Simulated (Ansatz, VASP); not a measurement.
NiO2 in VASP and in Ansatz

The input INCAR:

```
SYSTEM = NiO2
ALGO     = Normal         ! electronic algorithm
EDIFF    = 1E-6           ! SCF threshold, eV
ENCUT    = 600            ! plane-wave cutoff, eV
GGA      = CA             ! functional
GGA_COMPAT= .False.      
ISIF     = 2              ! what is computed and relaxed
ISMEAR   = 0              ! smearing method
LASPH    = .True.         ! aspherical terms in the spheres
LCHARG   = .False.        ! write CHGCAR
LREAL    = .False.        ! projectors in reciprocal space
LWAVE    = .False.        ! write WAVECAR
NBANDS   = 22             ! bands
NELM     = 120            ! most SCF steps
PREC     = Accurate       ! precision mode
SIGMA    = 0.05           ! smearing width, eV
```

The input KPOINTS:

```
k-points
0
Gamma
  12 12 6
  0 0 0
```

The input POSCAR:

```
NiO2
1.0
    2.7239885620      0.0000000000      0.0000000000
   -1.3619942810      2.3590432943      0.0000000000
    0.0000000000      0.0000000000      4.3267834318
Ni O
1 2
Direct
    0.0000000000      0.0000000000      0.5000000000
    0.6666666667      0.3333333333      0.7067356968
    0.3333333333      0.6666666667      0.2932643032
```

Input for Ansatz:

```yaml
crystal:
  lattice:
    - [2.723988562, 0.0, 0.0]
    - [-1.361994281, 2.3590432943, 0.0]
    - [0.0, 0.0, 4.3267834318]
  atoms:
    - { symbol: Ni, position: [0.0, 0.0, 0.5] }
    - { symbol: O, position: [0.6666666667, 0.3333333333, 0.7067356968] }
    - { symbol: O, position: [0.3333333333, 0.6666666667, 0.2932643032] }
basis:
  ecutwfc: 520.0
kpoints:
  mp_grid: { grid: [12, 12, 6] }
hamiltonian:
  xc: lda
  pseudopotentials: { kind: paw }
scf:
  occupations: { method: gaussian, width: 0.05 }
output:
  forces: true
  stress: true
  eigenvalues: true
```

Alike in both runs: task single point; functional LDA; k mesh 12 × 12 × 6; occupations gaussian, width 0.05 eV; no spin polarisation.

|  | VASP | Ansatz |
| --- | --- | --- |
| version | VASP 6.6.1 | Ansatz 0.2.0 |
| potentials or method | VASP PAW LDA potentials, release 64 (Ni_sv_GW, O), cutoff 600 eV | scalar-relativistic, plane waves, PAW |
| valence electrons in the cell | 30 | 30 |

|  | VASP | Ansatz | Ansatz less VASP |
| --- | --- | --- | --- |
| gap on the k mesh at the Fermi level (eV) | 0.89 | 0.91 | +0.017 |
| least direct gap on the mesh (eV) | 1.20 | 1.22 | +0.011 |
| pressure (GPa) | 12.4 | 12.4 | -0.04 |
| traceless stress, the component that is largest in VASP (GPa) | -4.12 | -3.08 | +1.044 |
| rms of the force components (eV/Å) | 0.516 | 0.455 | -0.0614 |

LDA's correlation is that of Perdew and Zunger in VASP and of Perdew and Wang (1992) in Ansatz. Atom by atom the forces differ by 0.061 eV/Å (rms over components).
